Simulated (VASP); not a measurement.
# Al (P6_3/mmc) in VASP: notebook

Runs on Al. Level: PBEsol. Tasks: single point.

All numbers are computed with VASP 6.6.1; they aren't measurements. Logs are shortened: lines on timing, memory, paths and dates and some standing lists are left out, and cuts for length are marked.

## Step 1: The cell of the first run

Symmetry: P6_3/mmc, No. 194, hexagonal system. The conventional cell has a = 2.864 Å, b = 2.864 Å, c = 9.307 Å, α = 90.00°, β = 90.00°, γ = 120.00°. Al (site symmetry -3m) has 12 Al at 2.85 to 2.86 Å within 3.8 Å. Within 3.8 Å of Al (site symmetry -6m2) lie 12 Al at 2.85 to 2.86 Å.

## Step 2: Single point, PBEsol

Input file INCAR:

```
SYSTEM = Al
PREC = Accurate
ENCUT = 520
EDIFF = 1E-7
ISMEAR = -1
SIGMA = 0.1
LREAL = .FALSE.
LASPH = .TRUE.
NELM = 100
ALGO = Normal
ISIF = 2
LWAVE = .FALSE.
LCHARG = .FALSE.
GGA = PS
NBANDS = 14
```

Input file KPOINTS:

```
Automatic mesh
0
G
  9 9 3
  0 0 0
```

Input file POSCAR:

```
Al
1.0
    2.8642796479      0.0000000000      0.0000000000
   -1.4321403305      2.4805394447      0.0000000000
    0.0000000000      0.0000000000      9.3068751914
Al
4
Direct
    0.0000000000      0.0000000000      0.0000000000
    0.3333333333      0.6666666667      0.2500000000
    0.0000000000      0.0000000000      0.5000000000
    0.6666666667      0.3333333333      0.7500000000
```

Potentials or basis: VASP PAW PBE potentials, release 64 (Al).

Launch:

```console
$ cat potpaw_PBE.64/Al/POTCAR > POTCAR
$ mpirun -np 1 vasp_std > vasp.out
```

OUTCAR:

```text
SYSTEM = Al
   PREC = Accurate
   ENCUT = 520
   EDIFF = 1E-7
   ISMEAR = -1
   LREAL = .FALSE.
   LASPH = .TRUE.
   NELM = 100
   ISIF = 2
   GGA = PS

 ion  position               nearest neighbor table
   1  0.000  0.000  0.000-   4 2.85   2 2.85   4 2.85   2 2.85   4 2.85   2 2.85
   2  0.333  0.667  0.250-   1 2.85   3 2.85   1 2.85   3 2.85   1 2.85   3 2.85
   3  0.000  0.000  0.500-   4 2.85   2 2.85   4 2.85   2 2.85   4 2.85   2 2.85
   4  0.667  0.333  0.750-   1 2.85   3 2.85   1 2.85   3 2.85   1 2.85   3 2.85

  LATTYP: Found a hexagonal cell.
 ALAT       =     2.8642796479
 C/A-ratio  =     3.2492899910

  Lattice vectors:

 A1 = (   2.8642796479,   0.0000000000,   0.0000000000)
 A2 = (  -1.4321403305,   2.4805394447,   0.0000000000)
 A3 = (   0.0000000000,   0.0000000000,   9.3068751914)

Analysis of symmetry for initial positions (statically):
=====================================================================
 Subroutine PRICEL returns:
 Original cell was already a primitive cell.

 Routine SETGRP: Setting up the symmetry group for a
 hexagonal supercell.

 Subroutine GETGRP returns: Found 24 space group operations
 (whereof 12 operations were pure point group operations)
 out of a pool of 24 trial point group operations.

The static configuration has the point symmetry D_3d.
 The point group associated with its full space group is D_6h.

Analysis of symmetry for dynamics (positions and initial velocities):
=====================================================================
 Subroutine PRICEL returns:
 Original cell was already a primitive cell.

 Routine SETGRP: Setting up the symmetry group for a
 hexagonal supercell.

 Subroutine GETGRP returns: Found 24 space group operations
 (whereof 12 operations were pure point group operations)
 out of a pool of 24 trial point group operations.

The dynamic configuration has the point symmetry D_3d.
 The point group associated with its full space group is D_6h.

 Subroutine INISYM returns: Found 24 space group operations
 (whereof 12 operations are pure point group operations),
 and found     1 'primitive' translations

----------------------------------------------------------------------------------------

                                     Primitive cell

  volume of cell :      66.1250

  direct lattice vectors                    reciprocal lattice vectors
     2.864279648  0.000000000  0.000000000     0.349127921  0.201569130  0.000000000
    -1.432140331  2.480539445  0.000000000     0.000000000  0.403138117  0.000000000
     0.000000000  0.000000000  9.306875191     0.000000000  0.000000000  0.107447449

  length of vectors
     2.864279648  2.864280339  9.306875191     0.403138214  0.403138117  0.107447449

  position of ions in fractional coordinates (direct lattice)
     0.000000000  0.000000000  0.000000000
     0.333333333  0.666666667  0.250000000
     0.000000000  0.000000000  0.500000000
     0.666666667  0.333333333  0.750000000

  ion indices of the primitive-cell ions
   primitive index   ion index
                 1           1
                 2           2
                 3           3
                 4           4

----------------------------------------------------------------------------------------

 KPOINTS: Automatic mesh

Automatic generation of k-mesh.
 Grid dimensions read from file:
 generate k-points for:    9    9    3

 Generating k-lattice:

  Cartesian coordinates                     Fractional coordinates (reciprocal lattice)
     0.038791991  0.022396570  0.000000000     0.111111111  0.000000000  0.000000000
     0.000000000  0.044793124  0.000000000     0.000000000  0.111111111  0.000000000
     0.000000000  0.000000000  0.035815816     0.000000000  0.000000000  0.333333333

  Length of vectors
     0.044793135  0.044793124  0.035815816

  Shift w.r.t. Gamma in fractional coordinates (k-lattice)
     0.000000000  0.000000000  0.000000000

 Subroutine IBZKPT returns following result:
 ===========================================

 Found     24 irreducible k-points:

 Following reciprocal coordinates:
            Coordinates               Weight
  0.000000  0.000000  0.000000      1.000000
  0.111111 -0.000000  0.000000      6.000000
  0.222222 -0.000000  0.000000      6.000000
  0.333333 -0.000000  0.000000      6.000000
  0.444444 -0.000000  0.000000      6.000000
  0.111111  0.111111  0.000000      6.000000
[... 16 lines left out ...]
  0.333333  0.222222  0.333333     24.000000
  0.333333  0.333333  0.333333      4.000000
   k-points           NKPTS =     24   k-points in BZ     NKDIM =     24   number of bands    NBANDS=     14
   number of dos      NEDOS =    301   number of ions     NIONS =      4
   total plane-waves  NPLWV =  40320
   dimension x,y,z NGX =    24 NGY =   24 NGZ =   70
   dimension x,y,z NGXF=    48 NGYF=   48 NGZF=  140
   ions per type =               4
   NGX,Y,Z   is equivalent  to a cutoff of  13.93, 13.93, 12.50 a.u.
   NGXF,Y,Z  is equivalent  to a cutoff of  27.86, 27.86, 25.01 a.u.
 SYSTEM =  Al
   PREC   = accura    normal or accurate (medium, high low for compatibility)
   ISTART =      0    job   : 0-new  1-cont  2-samecut
   ICHARG =      2    charge: 1-file 2-atom 10-const
   ISPIN  =      1    spin polarized calculation?
   LNONCOLLINEAR =      F non collinear calculations
   LSORBIT =      F    spin-orbit coupling
   LASPH  =      T    aspherical Exc in radial PAW
   ENCUT  =  520.0 eV  38.22 Ry    6.18 a.u.   5.33  5.33 17.30*2*pi/ulx,y,z
   NELM   =    100;   NELMIN=  2; NELMDL= -5     # of ELM steps
   EDIFF  = 0.1E-06   stopping-criterion for ELM
   LREAL  =      F    real-space projection
   EDIFFG = 0.1E-05   stopping-criterion for IOM
   NSW    =      0    number of steps for IOM
   IBRION =     -1    ionic relax: 0-MD 1-quasi-New 2-CG
   NFREE  =      0    steps in history (QN), initial steepest desc. (CG)
   ISIF   =      2    stress and relaxation
   ISYM   =      2    0-nonsym 1-usesym 2-fastsym
   POTIM  = 0.5000    time-step for ionic-motion
   TEBEG  =    0.0;   TEEND  =   0.0 temperature during run
   PSTRESS=    0.0 pullay stress
   NELECT =      12.0000    total number of electrons
   NUPDOWN=      -1.0000    fix difference up-down
   EMIN   =  10.00;   EMAX   =-10.00  energy-range for DOS
   EFERMI =   0.00;   METHOD = LEGACY
   ISMEAR =    -1;   SIGMA  =   0.10  broadening in eV -4-tet -1-fermi 0-gaus
   EFERMI_NEDOS =   21; number of points for ismear=-14 and -15
   IALGO  =     38    algorithm
   IMIX   =      4    mixing-type and parameters
     AMIX     =   0.40;   BMIX     =  1.00
     AMIX_MAG =   1.60;   BMIX_MAG =  1.00
  volume/ion in A,a.u.               =      16.53       111.56
  Fermi-wavevector in a.u.,A,eV,Ry     =   0.926858  1.751509 11.688311  0.859067
  Thomas-Fermi vector in A             =   2.052866
   LORBIT       =      0    0 simple, 1 ext, 2 COOP (PROOUT), +10 PAW based schemes
   GGA     = PS    functional components
   LHFCALC =     F    Hartree Fock is set to
   AEXX    =    0.0000 exact exchange contribution
   IVDW    =     0    specifies the selected vdW correction
   LEPSILON=     F    determine dielectric tensor
   LRPA    =     F    only Hartree local field effects (RPA)
 non-spin polarized calculation
  energy-cutoff  :      520.00
  volume of cell :       66.12
 maximum number of plane-waves:      1795
 NGX is ok and might be reduce to    24
   NGX = 11   NGY = 11   NGZ = 35

 number of electron      12.0000000 magnetization

 Free energy of the ion-electron system (eV)
  ---------------------------------------------------
  ext. energy  EPLUGINS =         0.00000000
  ---------------------------------------------------
  free energy    TOTEN  =       -16.32332490 eV

  energy without entropy =      -16.26463378  energy(sigma->0) =      -16.29397934

 E-fermi :   7.8422     XC(G=0): -10.2508

 val. band max:        7.8220702568   @ k =   0.4444  -0.0000   0.0000
 cond. band min:       7.9747836783   @ k =   0.2222   0.2222   0.0000
 fundamental gap:      0.1527134215
 Fermi energy:         7.8421761472

 k-point     1 :       0.0000    0.0000    0.0000
  band No.  band energies     occupation
      1      -3.1881      2.00000
      2      -1.4916      2.00000
      3      -1.4874      2.00000
      4       3.3701      2.00000
      5       3.6196      2.00000
      6      11.4504      0.00000
      7      11.4631      0.00000
      8      18.4769      0.00000
      9      18.4769      0.00000
     10      18.6824      0.00000
     11      18.6824      0.00000
     12      19.6818      0.00000
     13      19.6851      0.00000
     14      19.8859      0.00000

 k-point     2 :       0.1111   -0.0000    0.0000
  band No.  band energies     occupation
      1      -2.8915      2.00000
      2      -1.1986      2.00000
      3      -1.1942      2.00000
      4       3.6448      2.00000
      5       3.9090      2.00000
      6      11.6749      0.00000
      7      11.7051      0.00000
      8      14.9062      0.00000
      9      16.2833      0.00000
     10      16.3804      0.00000
     11      16.5490      0.00000
     12      17.9859      0.00000
     13      18.0007      0.00000
     14      18.1109      0.00000
[... 343 lines left out ...]
      1       2.5208      2.00000
      2       3.0612      2.00000
      3       5.0243      2.00000
      4       5.0512      2.00000
      5       5.7826      2.00000
      6       6.7184      1.99997
      7       7.5429      1.90446
      8       7.7845      1.28061
      9       8.3820      0.00901
     10       9.3615      0.00000
     11      10.5288      0.00000
     12      11.3084      0.00000
     13      12.0542      0.00000
     14      13.4789      0.00000

 k-point    24 :       0.3333    0.3333    0.3333
  band No.  band energies     occupation
      1       4.6611      2.00000
      2       4.8229      2.00000
      3       4.8229      2.00000
      4       5.1344      2.00000
      5       5.3339      2.00000
      6       5.3339      2.00000
      7       7.4252      1.96955
      8       7.4252      1.96955
      9       7.6565      1.72975
     10       9.1146      0.00001
     11       9.4472      0.00000
     12       9.4472      0.00000
     13      13.3728      0.00000
     14      13.3728      0.00000

------------------------ aborting loop because EDIFF is reached ----------------------------------------

  FORCE on cell =-STRESS in cart. coord.  units (eV):
  Direction    XX          YY          ZZ          XY          YZ          ZX
  --------------------------------------------------------------------------------------
  -------------------------------------------------------------------------------------
  Total       -0.9834313     -0.9834317      0.1363847      0.0000002      0.0000000      0.0000000
  in kB      -23.8280854    -23.8280951      3.3045380      0.0000049      0.0000000      0.0000000
  external PRESSURE =     -14.7838808 kB  Pullay stress =       0.0000000 kB

 VOLUME and BASIS-vectors are now :
 -----------------------------------------------------------------------------
  energy-cutoff  :      520.00
  volume of cell :       66.12
      direct lattice vectors                 reciprocal lattice vectors
     2.864279648  0.000000000  0.000000000     0.349127921  0.201569130  0.000000000
    -1.432140331  2.480539445  0.000000000     0.000000000  0.403138117  0.000000000
     0.000000000  0.000000000  9.306875191     0.000000000  0.000000000  0.107447449

 POSITION                                       TOTAL-FORCE (eV/Angst)
 -----------------------------------------------------------------------------------
      0.00000      0.00000      0.00000         0.000000      0.000000      0.000000
     -0.00000      1.65369      2.32672         0.000000      0.000000     -0.000000
      0.00000      0.00000      4.65344         0.000000      0.000000      0.000000
      1.43214      0.82685      6.98016        -0.000000     -0.000000      0.000000
 -----------------------------------------------------------------------------------
    total drift:                               -0.000000      0.000000      0.000000

  FREE ENERGIE OF THE ION-ELECTRON SYSTEM (eV)
  ---------------------------------------------------
  free  energy   TOTEN  =       -16.3233249008 eV

  energy  without entropy=      -16.2646337765  energy(sigma->0) =      -16.29397934
```

Run time: 34 s. Hardware: 1 thread of AMD EPYC 7R43 (Zen 3), shared host; peak memory 0.15 GiB.

What came out:

```
Free energy            : -16.3233 eV
Pressure               : -1.5 GPa
Band gap on the k mesh : zero (band 6 reaches 11.90 eV, above the bottom of band 7 at 6.58 eV)
```

Caveat: the PAW data sets were made with another functional, which shifts forces and pressure a little.

(Part 1 of 2 ends here.)
